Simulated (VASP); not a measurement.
# SnSe (Fm-3m) in VASP: notebook, part 2 of 2

VASP 6.6.1. Earlier steps stand in the parts before.

**3. Single point, LDA**

This run uses another cell than the first one, of 24.13 Å³/atom, 0.944 times its volume.

INCAR reads:

```
SYSTEM = SnSe
PREC = Accurate
ENCUT = 520
EDIFF = 1E-6
ISMEAR = 0
SIGMA = 0.01
LREAL = .False.
LASPH = .True.
NELM = 100
ALGO = Normal
ISIF = 2
LWAVE = .False.
LCHARG = .False.
GGA = CA
NBANDS = 17
```

KPOINTS reads:

```
Automatic mesh
0
Gamma
  8 8 8
  0 0 0
```

POSCAR reads:

```
SnSe
1.0
    0.0000000000      2.8898438659      2.8898438659
    2.8898438659      0.0000000000      2.8898438659
    2.8898438659      2.8898438659      0.0000000000
Sn Se
1 1
Direct
    0.0000000000      0.0000000000      0.0000000000
    0.5000000000      0.5000000000      0.5000000000
```

Potentials or basis: VASP PAW LDA potentials, release 64 (Sn_d, Se).

Launch:

```console
$ cat potpaw_LDA.64/Sn_d/POTCAR potpaw_LDA.64/Se/POTCAR > POTCAR
$ mpirun -np 1 vasp_std > vasp.out
```

OUTCAR:

```text
SYSTEM = SnSe
   PREC = Accurate
   ENCUT = 520
   EDIFF = 1E-6
   ISMEAR = 0
   LREAL = .False.
   LASPH = .True.
   NELM = 100
   ISIF = 2
   GGA = CA

 ion  position               nearest neighbor table
   1  0.000  0.000  0.000-   2 2.89   2 2.89   2 2.89   2 2.89   2 2.89   2 2.89
   2  0.500  0.500  0.500-   1 2.89   1 2.89   1 2.89   1 2.89   1 2.89   1 2.89

  LATTYP: Found a face centered cubic cell.
 ALAT       =     5.7796877318

  Lattice vectors:

 A1 = (   0.0000000000,   2.8898438659,   2.8898438659)
 A2 = (   2.8898438659,   0.0000000000,   2.8898438659)
 A3 = (   2.8898438659,   2.8898438659,   0.0000000000)

Analysis of symmetry for initial positions (statically):
=====================================================================
 Subroutine PRICEL returns:
 Original cell was already a primitive cell.

 Routine SETGRP: Setting up the symmetry group for a
 face centered cubic supercell.

 Subroutine GETGRP returns: Found 48 space group operations
 (whereof 48 operations were pure point group operations)
 out of a pool of 48 trial point group operations.

The static configuration has the point symmetry O_h .

Analysis of symmetry for dynamics (positions and initial velocities):
=====================================================================
 Subroutine PRICEL returns:
 Original cell was already a primitive cell.

 Routine SETGRP: Setting up the symmetry group for a
 face centered cubic supercell.

 Subroutine GETGRP returns: Found 48 space group operations
 (whereof 48 operations were pure point group operations)
 out of a pool of 48 trial point group operations.

The dynamic configuration has the point symmetry O_h .

 Subroutine INISYM returns: Found 48 space group operations
 (whereof 48 operations are pure point group operations),
 and found     1 'primitive' translations

[... 102 lines left out ...]
   POTIM  = 0.5000    time-step for ionic-motion
   TEBEG  =    0.0;   TEEND  =   0.0 temperature during run
   PSTRESS=    0.0 pullay stress
   NELECT =      20.0000    total number of electrons
   NUPDOWN=      -1.0000    fix difference up-down
   EMIN   =  10.00;   EMAX   =-10.00  energy-range for DOS
   EFERMI =   0.00;   METHOD = LEGACY
   ISMEAR =     0;   SIGMA  =   0.01  broadening in eV -4-tet -1-fermi 0-gaus
   EFERMI_NEDOS =   21; number of points for ismear=-14 and -15
   IALGO  =     38    algorithm
   IMIX   =      4    mixing-type and parameters
     AMIX     =   0.40;   BMIX     =  1.00
     AMIX_MAG =   1.60;   BMIX_MAG =  1.00
  volume/ion in A,a.u.               =      24.13       162.86
  Fermi-wavevector in a.u.,A,eV,Ry     =   1.220489  2.306389 20.267141  1.489593
  Thomas-Fermi vector in A             =   2.355704
   LORBIT       =      0    0 simple, 1 ext, 2 COOP (PROOUT), +10 PAW based schemes
   GGA     = CA    functional components
   LHFCALC =     F    Hartree Fock is set to
   AEXX    =    0.0000 exact exchange contribution
   IVDW    =     0    specifies the selected vdW correction
   LEPSILON=     F    determine dielectric tensor
   LRPA    =     F    only Hartree local field effects (RPA)
 non-spin polarized calculation
 Gauss-broadening in eV      SIGMA  =   0.01
  energy-cutoff  :      520.00
  volume of cell :       48.27
 maximum number of plane-waves:      1316
   NGX = 15   NGY = 15   NGZ = 15

 number of electron      19.9999993 magnetization

 Free energy of the ion-electron system (eV)
  ---------------------------------------------------
  ext. energy  EPLUGINS =         0.00000000
  ---------------------------------------------------
  free energy    TOTEN  =        -9.47258503 eV

  energy without entropy =       -9.47258503  energy(sigma->0) =       -9.47258503

 E-fermi :   7.0177     XC(G=0): -10.4342

 val. band max:        6.8972956656   @ k =  -0.2500   0.1250   0.0000
 cond. band min:       7.5756994378   @ k =  -0.3750   0.1250   0.0000
 fundamental gap:      0.6784037722
 Fermi energy:         7.0176782489

 k-point     1 :       0.0000    0.0000    0.0000
  band No.  band energies     occupation
      1     -14.6327      2.00000
      2     -14.6327      2.00000
      3     -14.6243      2.00000
      4     -14.6243      2.00000
      5     -14.6243      2.00000
      6      -7.8825      2.00000
[... 457 lines left out ...]
      4     -14.6101      2.00000
      5     -14.6009      2.00000
      6      -6.4382      2.00000
[... 9 lines left out ...]
     16      18.0253      0.00000
     17      18.0514      0.00000

 [... further k-points ...]
[... 5 lines left out ...]
  --------------------------------------------------------------------------------------
  -------------------------------------------------------------------------------------
  Total        1.2527828      1.2527828      1.2527828      0.0000000      0.0000000      0.0000000
  in kB       41.5846658     41.5846658     41.5846658      0.0000000      0.0000000      0.0000000
  external PRESSURE =      41.5846658 kB  Pullay stress =       0.0000000 kB

 VOLUME and BASIS-vectors are now :
 -----------------------------------------------------------------------------
  energy-cutoff  :      520.00
  volume of cell :       48.27
      direct lattice vectors                 reciprocal lattice vectors
     0.000000000  2.889843866  2.889843866    -0.173019728  0.173019728  0.173019728
     2.889843866  0.000000000  2.889843866     0.173019728 -0.173019728  0.173019728
     2.889843866  2.889843866  0.000000000     0.173019728  0.173019728 -0.173019728

 POSITION                                       TOTAL-FORCE (eV/Angst)
 -----------------------------------------------------------------------------------
      0.00000      0.00000      0.00000         0.000000      0.000000     -0.000000
      2.88984      2.88984      2.88984        -0.000000     -0.000000      0.000000
 -----------------------------------------------------------------------------------
    total drift:                               -0.000000      0.000000      0.000000

  FREE ENERGIE OF THE ION-ELECTRON SYSTEM (eV)
  ---------------------------------------------------
  free  energy   TOTEN  =        -9.4725850257 eV

  energy  without entropy=       -9.4725850257  energy(sigma->0) =       -9.47258503
```

stdout:

```text
POSCAR found type information on POSCAR SnSe
 POSCAR found :  2 types and       2 ions
 scaLAPACK will be used
 LDA part: xc-table for (Slater(with rela. corr.)+CA(PZ))
 , standard interpolation
 POSCAR, INCAR and KPOINTS ok, starting setup
 FFT: planning ... GRIDC
 FFT: planning ... GRID_SOFT
 FFT: planning ... GRID
 WAVECAR not read
 entering main loop
```

Run time: 14 s. Hardware: 1 thread of AMD EPYC 7R43 (Zen 3), shared host; peak memory 0.12 GiB.

What came out:

| Item | Value |
| --- | --- |
| Free energy | -9.4726 eV |
| Pressure | 4.2 GPa |
| Band gap on the k mesh | 0.68 eV, indirect (least direct gap 0.85 eV) |

Caveat: spin-orbit coupling is left out, which moves the levels of the heavy elements. A k mesh can miss the band edges.

**4. Relaxation of cell and atoms, LDA, target pressure 4 GPa, at which the enthalpy is minimised**

INCAR reads:

```
PREC = Accurate ; ENCUT = 600
EDIFF = 1E-6 ; ISMEAR = 0
SIGMA = 0.01 ; LREAL = False
LASPH = True ; NELM = 100
ALGO = Normal ; ISIF = 3
LWAVE = False ; LCHARG = False
IBRION = 2 ; NSW = 80
EDIFFG = -0.001 ; PSTRESS = 40.0
```

KPOINTS reads:

```
Automatic mesh
0
Gamma
  8 8 8
```

POSCAR reads:

```
SnSe
1.0
    0.0000000000      2.9462619149      2.9462619149
    2.9462619149      0.0000000000      2.9462619149
    2.9462619149      2.9462619149      0.0000000000
Sn Se
1 1
Direct
    0.0000000000      0.0000000000      0.0000000000
    0.5000000000      0.5000000000      0.5000000000
```

Launch:

```console
$ cat potpaw_LDA.64/Sn_d/POTCAR potpaw_LDA.64/Se/POTCAR > POTCAR
$ mpirun -np 1 vasp_std > vasp.out
```

Wall time 48 s (1 thread of AMD EPYC 7R43 (Zen 3), shared host); peak memory 0.15 GiB.

Results (log left out):

- Free energy: -9.4754 eV
- Relaxed volume: 24.18 Å³/atom
- Relaxed cell: a = 4.090 Å, b = 4.090 Å, c = 4.090 Å, α = 60.00°, β = 60.00°, γ = 60.00°
- Space group after relaxing (to 0.05 Å): Fm-3m (No. 225)
- Energy change on relaxing (the enthalpy is what falls): +17.2 meV/atom
- Ionic steps: 3
- Pressure after relaxing: 4.0 GPa
- Band gap on the k mesh: 0.68 eV, indirect (least direct gap 0.86 eV)

Step by step:
| step | energy change (eV) | largest force (eV/Å) | pressure (GPa) | volume (Å³) |
| --- | --- | --- | --- | --- |
| 1 | 0.0000 | 0.0000 | 0.17 | 51.15 |
| 2 | 0.0882 | 0.0000 | 6.81 | 46.76 |
| 3 | 0.0343 | 0.0000 | 4.00 | 48.37 |

Final structure:
```
Sn Se
1.0
     0.00000    2.89186    2.89186
     2.89186    0.00000    2.89186
     2.89186    2.89186    0.00000
Sn Se
1 1
Cartesian
  0.0000 0.0000 0.0000
  2.8919 2.8919 2.8919
```

Levels at points of the mesh, in eV from the valence-band top:
```
           k point  band 7  band 8  band 9  band 10  band 11  band 12  band 13  band 14
(0.00, 0.00, 0.00)   -4.77   -2.53   -2.53    -2.53     4.67     4.67     4.67     5.71
(0.50, 0.00, 0.00)   -8.79   -2.24   -2.24    -0.19     1.00     1.09     1.09     8.50
(0.50, 0.50, 0.00)   -6.36   -6.16   -4.23    -4.23     2.56     5.94     5.94     6.67
```

Caveat: the cell is relaxed towards a set pressure, so the enthalpy falls and the energy may rise; spin-orbit coupling is left out, which moves the levels of the heavy elements.

**5. Single point, LDA**

INCAR reads:

```
ALGO = Normal
EDIFF = 1E-7
ENCUT = 520
GGA = CA
ISIF = 2
ISMEAR = 0
LASPH = T
LCHARG = T
LELF = T
LREAL = F
LVHAR = T
LWAVE = F
NBANDS = 17
NELM = 100
PREC = Accurate
SIGMA = 0.05
```

KPOINTS reads:

```
k-points
0
Gamma
  8 8 8
```

POSCAR reads:

```
SnSe
1.0
    0.0000000000      2.9466477701      2.9466477701
    2.9466477701      0.0000000000      2.9466477701
    2.9466477701      2.9466477701      0.0000000000
Sn Se
1 1
Direct
    0.0000000000      0.0000000000      0.0000000000
    0.5000000000      0.5000000000      0.5000000000
```

Potentials or basis: VASP PAW LDA potentials, release 64 (Sn_d, Se).

Launch:

```console
$ cat potpaw_LDA.64/Sn_d/POTCAR potpaw_LDA.64/Se/POTCAR > POTCAR
$ mpirun -np 1 vasp_std > vasp.out
```

OUTCAR:

```text
EDIFF = 1E-7
   ENCUT = 520
   GGA = CA
   ISIF = 2
   ISMEAR = 0
   LASPH = T
   LREAL = F
   NELM = 100
   PREC = Accurate

 ion  position               nearest neighbor table
   1  0.000  0.000  0.000-   2 2.95   2 2.95   2 2.95   2 2.95   2 2.95   2 2.95
   2  0.500  0.500  0.500-   1 2.95   1 2.95   1 2.95   1 2.95   1 2.95   1 2.95

  LATTYP: Found a face centered cubic cell.
 ALAT       =     5.8932955402

  Lattice vectors:

[... 666 lines left out ...]

------------------------ aborting loop because EDIFF is reached ----------------------------------------

  FORCE on cell =-STRESS in cart. coord.  units (eV):
  Direction    XX          YY          ZZ          XY          YZ          ZX
  --------------------------------------------------------------------------------------
  -------------------------------------------------------------------------------------
  Total        0.0267589      0.0267589      0.0267589      0.0000000     -0.0000000      0.0000000
  in kB        0.8378457      0.8378457      0.8378457      0.0000000     -0.0000000      0.0000000
  external PRESSURE =       0.8378457 kB  Pullay stress =       0.0000000 kB

 VOLUME and BASIS-vectors are now :
 -----------------------------------------------------------------------------
  energy-cutoff  :      520.00
  volume of cell :       51.17
      direct lattice vectors                 reciprocal lattice vectors
     0.000000000  2.946647770  2.946647770    -0.169684346  0.169684346  0.169684346
     2.946647770  0.000000000  2.946647770     0.169684346 -0.169684346  0.169684346
     2.946647770  2.946647770  0.000000000     0.169684346  0.169684346 -0.169684346

 POSITION                                       TOTAL-FORCE (eV/Angst)
 -----------------------------------------------------------------------------------
      0.00000      0.00000      0.00000         0.000000      0.000000      0.000000
      2.94665      2.94665      2.94665        -0.000000     -0.000000     -0.000000
 -----------------------------------------------------------------------------------
    total drift:                                0.000000     -0.000000     -0.000000

  FREE ENERGIE OF THE ION-ELECTRON SYSTEM (eV)
  ---------------------------------------------------
  free  energy   TOTEN  =        -9.5097212537 eV

  energy  without entropy=       -9.5097212537  energy(sigma->0) =       -9.50972125
```

OSZICAR:

```text
N       E                     dE             d eps       ncg     rms          rms(c)
DAV:   1     0.131497300439E+03    0.13150E+03   -0.98941E+03  1019   0.145E+03
DAV:   2     0.375853307323E+01   -0.12774E+03   -0.12357E+03  1034   0.350E+02
DAV:   3    -0.930690407253E+01   -0.13065E+02   -0.12803E+02  1260   0.953E+01
DAV:   4    -0.966253673031E+01   -0.35563E+00   -0.35539E+00  1167   0.164E+01
DAV:   5    -0.967220925942E+01   -0.96725E-02   -0.96719E-02  1436   0.269E+00    0.352E+00
DAV:   6    -0.951804327440E+01    0.15417E+00   -0.35748E-01  1443   0.372E+00    0.216E+00
DAV:   7    -0.951115843364E+01    0.68848E-02   -0.62157E-02  1236   0.114E+00    0.958E-01
DAV:   8    -0.950986212496E+01    0.12963E-02   -0.60707E-03  1223   0.678E-01    0.710E-02
DAV:   9    -0.950972154515E+01    0.14058E-03   -0.10531E-03  1436   0.258E-01    0.396E-02
DAV:  10    -0.950972048678E+01    0.10584E-05   -0.86229E-05  1162   0.557E-02    0.876E-03
DAV:  11    -0.950972128134E+01   -0.79456E-06   -0.63866E-06  1270   0.189E-02    0.332E-03
DAV:  12    -0.950972125373E+01    0.27610E-07   -0.56450E-07  1285   0.104E-02
   1 F= -.95097213E+01 E0= -.95097213E+01  d E =-.415680E-17
```

Wall time 15 s (1 thread of AMD EPYC 7R13 (Zen 3), shared host); peak memory 0.13 GiB.

Results:

| Quantity | Value |
| --- | --- |
| Free energy | -9.5097 eV |
| Pressure | 0.1 GPa |
| Band gap on the k mesh | 0.77 eV, indirect (least direct gap 0.92 eV) |

Caveat: spin-orbit coupling is left out, which moves the levels of the heavy elements. A k mesh can miss the band edges.

**6. Summary**

```csv
task,cell,cutoff (eV),smearing,gap on the mesh (eV),pressure (GPa)
relaxation of cell and atoms,"relaxed to 12 GPa from a = 4.167 Å, angles 60.0°, 2 atoms",600,gaussian 0.01 eV,0.54,12.0
single point,"a = 4.087 Å, angles 60.0°, 2 atoms",520,gaussian 0.01 eV,0.68,4.2
relaxation of cell and atoms,"relaxed to 4 GPa from a = 4.167 Å, angles 60.0°, 2 atoms",600,gaussian 0.01 eV,0.68,4.0
single point,"a = 4.167 Å, angles 60.0°, 2 atoms",520,gaussian 0.05 eV,0.77,0.1
```

Alike in all rows: level LDA; potentials or basis VASP PAW LDA potentials, release 64 (Sn_d, Se); no spin polarisation; k mesh 8 × 8 × 8.

Caveats: spin-orbit coupling is left out, which moves the levels of the heavy elements; the cell is relaxed towards a set pressure, so the enthalpy falls and the energy may rise (some runs).

Absolute energies hang on the potentials; compare differences alone.
